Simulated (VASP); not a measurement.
# TiB2 (P6/mmm) in VASP: further runs, part 2 of 2

VASP 6.6.1. Earlier steps stand in the parts before.

## 4. Single point, PBEsol

This run uses another cell than the first one, of 8.22 Å³/atom, 1.079 times its volume.

The input, INCAR:

```
SYSTEM = TiB2
PREC     = Accurate       ! precision mode
ENCUT    = 520            ! plane-wave cutoff, eV
EDIFF    = 1E-7           ! SCF threshold, eV
ISMEAR   = -1             ! smearing method
SIGMA    = 0.05           ! smearing width, eV
LREAL    = .False.        ! projectors in reciprocal space
LASPH    = .True.         ! aspherical terms in the spheres
NELM     = 100            ! most SCF steps
ALGO     = Normal         ! electronic algorithm
ISIF     = 2              ! what is computed and relaxed
LWAVE    = .False.        ! write WAVECAR
LCHARG   = .False.        ! write CHGCAR
GGA      = PS             ! functional
NBANDS   = 16             ! bands
```

The input, KPOINTS:

```
regular mesh
0
Gamma
  10 10 8
  0 0 0
```

The input, POSCAR:

```
TiB2
1.0
    3.0001434494      0.0000000000      0.0000000000
   -1.5000717247      2.5982004421      0.0000000000
    0.0000000000      0.0000000000      3.1646161691
Ti B
1 2
Direct
    0.0000000000      0.0000000000      0.0000000000
    0.6666666667      0.3333333333      0.5000000000
    0.3333333333      0.6666666667      0.5000000000
```

Potentials or basis: VASP PAW PBE potentials, release 64 (Ti_sv, B).

Command:

```
$ cat potpaw_PBE.64/Ti_sv/POTCAR potpaw_PBE.64/B/POTCAR > POTCAR
$ mpirun -np 1 vasp_std > vasp.out
```

OUTCAR:

```text
SYSTEM = TiB2
   PREC = Accurate
   ENCUT = 520
   EDIFF = 1E-7
   ISMEAR = -1
   LREAL = .False.
   LASPH = .True.
   NELM = 100
   ISIF = 2
   GGA = PS

 ion  position               nearest neighbor table
   1  0.000  0.000  0.000-   2 2.35   3 2.35   2 2.35   3 2.35   3 2.35   3 2.35   2 2.35   2 2.35
                             2 2.35   2 2.35   3 2.35   3 2.35
   2  0.667  0.333  0.500-   3 1.73   3 1.73   3 1.73   1 2.35   1 2.35   1 2.35   1 2.35   1 2.35
                             1 2.35
   3  0.333  0.667  0.500-   2 1.73   2 1.73   2 1.73   1 2.35   1 2.35   1 2.35   1 2.35   1 2.35
                             1 2.35

  LATTYP: Found a hexagonal cell.
 ALAT       =     3.0001434494
 C/A-ratio  =     1.0548216185

  Lattice vectors:

 A1 = (   3.0001434494,   0.0000000000,   0.0000000000)
 A2 = (  -1.5000717247,   2.5982004421,   0.0000000000)
 A3 = (   0.0000000000,   0.0000000000,   3.1646161691)

Analysis of symmetry for initial positions (statically):
=====================================================================
 Subroutine PRICEL returns:
 Original cell was already a primitive cell.

 Routine SETGRP: Setting up the symmetry group for a
 hexagonal supercell.

 Subroutine GETGRP returns: Found 24 space group operations
 (whereof 24 operations were pure point group operations)
 out of a pool of 24 trial point group operations.

The static configuration has the point symmetry D_6h.

Analysis of symmetry for dynamics (positions and initial velocities):
=====================================================================
 Subroutine PRICEL returns:
 Original cell was already a primitive cell.

 Routine SETGRP: Setting up the symmetry group for a
 hexagonal supercell.

 Subroutine GETGRP returns: Found 24 space group operations
 (whereof 24 operations were pure point group operations)
 out of a pool of 24 trial point group operations.

[... 114 lines left out ...]
   NUPDOWN=      -1.0000    fix difference up-down
   EMIN   =  10.00;   EMAX   =-10.00  energy-range for DOS
   EFERMI =   0.00;   METHOD = LEGACY
   ISMEAR =    -1;   SIGMA  =   0.05  broadening in eV -4-tet -1-fermi 0-gaus
   EFERMI_NEDOS =   21; number of points for ismear=-14 and -15
   IALGO  =     38    algorithm
   IMIX   =      4    mixing-type and parameters
     AMIX     =   0.40;   BMIX     =  1.00
     AMIX_MAG =   1.60;   BMIX_MAG =  1.00
  volume/ion in A,a.u.               =       8.22        55.49
  Fermi-wavevector in a.u.,A,eV,Ry     =   1.473852  2.785176 29.555100  2.172239
  Thomas-Fermi vector in A             =   2.588694
   LORBIT       =      0    0 simple, 1 ext, 2 COOP (PROOUT), +10 PAW based schemes
   GGA     = PS    functional components
   LHFCALC =     F    Hartree Fock is set to
   AEXX    =    0.0000 exact exchange contribution
   IVDW    =     0    specifies the selected vdW correction
   LEPSILON=     F    determine dielectric tensor
   LRPA    =     F    only Hartree local field effects (RPA)
 non-spin polarized calculation
  energy-cutoff  :      520.00
  volume of cell :       24.67
 maximum number of plane-waves:       684
 NGX is ok and might be reduce to    24
   NGX = 11   NGY = 11   NGZ = 11

 number of electron      17.9999999 magnetization

 Free energy of the ion-electron system (eV)
  ---------------------------------------------------
  ext. energy  EPLUGINS =         0.00000000
  ---------------------------------------------------
  free energy    TOTEN  =       -25.77786250 eV

  energy without entropy =      -25.77108520  energy(sigma->0) =      -25.77447385

 E-fermi :  10.2622     XC(G=0): -13.0642

 val. band max:       10.2577689172   @ k =   0.3000   0.2000   0.0000
 cond. band min:      10.2861623122   @ k =   0.4000   0.2000   0.0000
 fundamental gap:      0.0283933950
 Fermi energy:        10.2621844669

 k-point     1 :       0.0000    0.0000    0.0000
  band No.  band energies     occupation
      1     -46.2488      2.00000
      2     -22.7035      2.00000
      3     -22.3820      2.00000
      4     -22.3820      2.00000
      5      -3.3255      2.00000
      6       7.5937      2.00000
[... 433 lines left out ...]
      3     -22.6564      2.00000
      4     -22.5098      2.00000
      5       0.4163      2.00000
      6       1.8504      2.00000
[... 8 lines left out ...]
     15      19.3956      0.00000
     16      20.2585      0.00000

 [... further k-points ...]
[... 5 lines left out ...]
  --------------------------------------------------------------------------------------
  -------------------------------------------------------------------------------------
  Total        0.8424592      0.8424592      0.8150068      0.0000000     -0.0000000     -0.0000000
  in kB       54.7171823     54.7171823     52.9341720      0.0000000     -0.0000000     -0.0000000
  external PRESSURE =      54.1228455 kB  Pullay stress =       0.0000000 kB

 VOLUME and BASIS-vectors are now :
 -----------------------------------------------------------------------------
  energy-cutoff  :      520.00
  volume of cell :       24.67
      direct lattice vectors                 reciprocal lattice vectors
     3.000143449  0.000000000  0.000000000     0.333317395  0.192440888  0.000000000
    -1.500071725  2.598200442  0.000000000     0.000000000  0.384881776  0.000000000
     0.000000000  0.000000000  3.164616169     0.000000000  0.000000000  0.315994088

 POSITION                                       TOTAL-FORCE (eV/Angst)
 -----------------------------------------------------------------------------------
      0.00000      0.00000      0.00000         0.000000      0.000000      0.000000
      1.50007      0.86607      1.58231         0.000000      0.000000      0.000000
     -0.00000      1.73213      1.58231        -0.000000      0.000000     -0.000000
 -----------------------------------------------------------------------------------
    total drift:                               -0.000000      0.000000      0.000000

  FREE ENERGIE OF THE ION-ELECTRON SYSTEM (eV)
  ---------------------------------------------------
  free  energy   TOTEN  =       -25.7778625016 eV

  energy  without entropy=      -25.7710851966  energy(sigma->0) =      -25.77447385
```

stdout:

```text
POSCAR found type information on POSCAR TiB
 POSCAR found :  2 types and       3 ions
 scaLAPACK will be used
 -----------------------------------------------------------------------------
|                                                                             |
|                                                                             |
|     You enforced a specific xc type in the INCAR file but a different       |
|     I HOPE YOU KNOW WHAT YOU ARE DOING!                                     |
|                                                                             |
 -----------------------------------------------------------------------------

 LDA part: xc-table for (Slater+PW92), standard interpolation
 POSCAR, INCAR and KPOINTS ok, starting setup
 FFT: planning ... GRIDC
 FFT: planning ... GRID_SOFT
 FFT: planning ... GRID
 WAVECAR not read
 entering main loop
```

Wall time 12 s (1 thread of Intel Xeon 6975P-C, shared host); peak memory 0.15 GiB.

What came out:

* Free energy: -25.7779 eV
* Pressure: 5.4 GPa
* Band gap on the k mesh: zero (band 9 reaches 10.83 eV, above the bottom of band 10 at 10.08 eV)

Caveat: the PAW data sets were made with another functional, which shifts forces and pressure a little.

## 5. Single point, PBEsol

This run uses another cell than the first one, of 8.08 Å³/atom, 1.061 times its volume.

The input, INCAR:

```
SYSTEM = TiB2
PREC = Accurate ; ENCUT = 520
EDIFF = 1E-7 ; ISMEAR = -1
SIGMA = 0.05 ; LREAL = .False.
LASPH = .True. ; NELM = 80
ALGO = Normal ; ISIF = 2
LWAVE = .False. ; LCHARG = .False.
GGA = PS ; NBANDS = 16
```

KPOINTS is that of step 4.

The input, POSCAR:

```
TiB2
1.0
    2.9851864189      0.0000000000      0.0000000000
   -1.4925932094      2.5852472738      0.0000000000
    0.0000000000      0.0000000000      3.1421054303
Ti B
1 2
Direct
    0.0000000000      0.0000000000      0.0000000000
    0.6666666667      0.3333333333      0.5000000000
    0.3333333333      0.6666666667      0.5000000000
```

Command:

```
$ cat potpaw_PBE.64/Ti_sv/POTCAR potpaw_PBE.64/B/POTCAR > POTCAR
$ mpirun -np 1 vasp_std > vasp.out
```

Run time: 14 s. Hardware: 1 thread of Intel Xeon 6975P-C, shared host; peak memory 0.15 GiB.

Results (log left out):

```yaml
Free_energy: -25.7570 eV
Pressure: 10.4 GPa
Band_gap_on_the_k_mesh: zero (band 9 reaches 11.05 eV, above the bottom of band 10 at 10.26 eV)
```

Stress tensor (GPa, compression positive):
```
10.49  0.00  0.00
 0.00 10.49  0.00
 0.00  0.00 10.30
```

Levels at points of the mesh, in eV from the Fermi level:
```tsv
k point	band 7	band 8	band 9	band 10	band 11	band 12
(0.00, 0.00, 0.00)	-2.72	-2.17	-2.09	2.16	2.16	4.12
(0.50, 0.00, 0.00)	-3.27	-3.22	-2.37	1.56	3.03	3.57
(0.00, 0.00, 0.50)	-0.48	-0.48	-0.19	-0.19	0.54	0.54
(0.50, 0.00, 0.50)	-4.81	-3.96	-3.07	2.88	3.24	5.09
```

Caveat: the PAW data sets were made with another functional, which shifts forces and pressure a little.

## 6. The runs side by side

```tsv
cell	gap on the mesh (eV)	pressure (GPa)
a = 2.934, b = 2.934, c = 3.066 Å, angles 90.0, 90.0, 120.0°, 3 atoms	none	30.5
a = 2.958, b = 2.958, c = 3.102 Å, angles 90.0, 90.0, 120.0°, 3 atoms	none	20.5
a = 3.000, b = 3.000, c = 3.165 Å, angles 90.0, 90.0, 120.0°, 3 atoms	none	5.4
a = 2.985, b = 2.985, c = 3.142 Å, angles 90.0, 90.0, 120.0°, 3 atoms	none	10.4
```

Alike in all rows: task single point; level PBEsol; potentials or basis VASP PAW PBE potentials, release 64 (Ti_sv, B); no spin polarisation; k mesh 10 × 10 × 8; cutoff (eV) 520; smearing fermi-dirac 0.05 eV.

Caveats: the PAW data sets were made with another functional, which shifts forces and pressure a little.

Total energies depend on the potentials used, so only differences within one code and one set of settings carry meaning.
